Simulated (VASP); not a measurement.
Wanted: the native input for a VASP 6.6.1 run.

```
Task                   : single point
Functional             : PBE
Potentials or basis    : VASP PAW PBE potentials, release 64 (Pd_sv_GW)
Cutoff                 : 540 eV
k mesh                 : 16 × 16 × 15
Occupations            : fermi-dirac, width 0.08 eV
Spin                   : no spin polarisation
Dipole correction      : no
Second run             : valence_matched
Further INCAR settings : ALGO = Normal; EDIFF = 1e-06; NBANDS = 15
```

The structure of Pd lies in POSCAR:

```
Pd
1.0
    2.1840901352      0.0000000000      0.0000000000
   -1.0920450676      1.8914775413      0.0000000000
    0.0000000000      0.0000000000      2.0912651346
Pd
1
Direct
    0.0000000000      0.0000000000      0.0000000000
```

This cell differs from its parent crystal: volume scaled by 0.52.

The input as run:

INCAR

```
SYSTEM = Pd
ALGO = Normal ; EDIFF = 1E-6
ENCUT = 540 ; GGA = PE
GGA_COMPAT = .False. ; ISIF = 2
ISMEAR = -1 ; LASPH = .True.
LCHARG = .False. ; LREAL = .False.
LWAVE = .False. ; NBANDS = 15
NELM = 120 ; PREC = Accurate
SIGMA = 0.08
```

KPOINTS

```
k-points
0
Gamma
  16 16 15
  0 0 0
```

Potentials or basis: VASP PAW PBE potentials, release 64 (Pd_sv_GW).

The run is started by

```sh
$ cat potpaw_PBE.64/Pd_sv_GW/POTCAR > POTCAR
$ mpirun -np 1 vasp_std > vasp.out
```

It gave:

```
Pressure               : 506.5 GPa
Band gap on the k mesh : zero (band 9 reaches 22.67 eV, above the bottom of band 10 at 16.61 eV)
```

Wall time 36 s on 1 thread of AMD EPYC 7R43 64-Core Processor (Zen 3), with other jobs on the host, peak memory 0.12 GiB.
